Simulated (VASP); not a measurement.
Here is a VASP 6.6.1 calculation.

Contents of POSCAR:

```
In
1.0
   -1.5922878321      1.5922878321      2.4232021571
    1.5922878321     -1.5922878321      2.4232021571
    1.5922878321      1.5922878321     -2.4232021571
In
1
Direct
    0.0000000000      0.0000000000      0.0000000000
```

Contents of INCAR.step1:

```
PREC     = Accurate       # precision mode
ENCUT    = 400            # plane-wave cutoff, eV
EDIFF    = 1E-5           # SCF threshold, eV
ISMEAR   = -1             # smearing method
SIGMA    = 0.05           # smearing width, eV
LREAL    = F              # projectors in reciprocal space
LASPH    = T              # aspherical terms in the spheres
NELM     = 120            # most SCF steps
ALGO     = Normal         # electronic algorithm
ISIF     = 2              # what is computed and relaxed
LWAVE    = T              # write WAVECAR
GGA      = PE             # functional
NBANDS   = 12             # bands
GGA_COMPAT= F
```

INCAR.step2

```
PREC     = Accurate       # precision mode
ENCUT    = 400            # plane-wave cutoff, eV
EDIFF    = 1E-6           # SCF threshold, eV
ISMEAR   = -1             # smearing method
SIGMA    = 0.05           # smearing width, eV
LREAL    = F              # projectors in reciprocal space
LASPH    = T              # aspherical terms in the spheres
NELM     = 120            # most SCF steps
ALGO     = Normal         # electronic algorithm
ISIF     = 2              # what is computed and relaxed
LWAVE    = F              # write WAVECAR
LCHARG   = T              # write CHGCAR
GGA      = PE             # functional
LHFCALC  = T              # exact exchange
AEXX     = 0.25           # exact-exchange fraction
PRECFOCK = Normal       
LELF     = T              # ELF
LVHAR    = T            
ISTART   = 1            
NBANDS   = 12             # bands
GGA_COMPAT= F
```

The input KPOINTS:

```
regular mesh
0
Gamma
  6 6 6
```

Potentials or basis: VASP PAW PBE potentials, release 64 (In_d).

Run with:

```sh
$ cat potpaw_PBE.64/In_d/POTCAR > POTCAR
$ cp INCAR.step1 INCAR
$ mpirun -np 1 vasp_std > vasp.out
$ cp INCAR.step2 INCAR
$ mpirun -np 1 vasp_std > vasp.out
```

Q: Estimate the band gap on the k mesh.

A: Zero (an odd number of electrons rules out a gap without spin polarisation).

Q: Estimate the pressure.

A: 2.5 GPa.

Stress tensor (GPa, compression positive):
```
 4.24  0.00  0.00
 0.00  4.24  0.00
 0.00  0.00 -1.03
```

Caveat: the k points lie up to 0.39 Å⁻¹ apart, too coarse for converged energies and pressures of a metal; the PAW data sets were made with another functional, which shifts forces and pressure a little; spin-orbit coupling is left out, which moves the levels of the heavy elements.
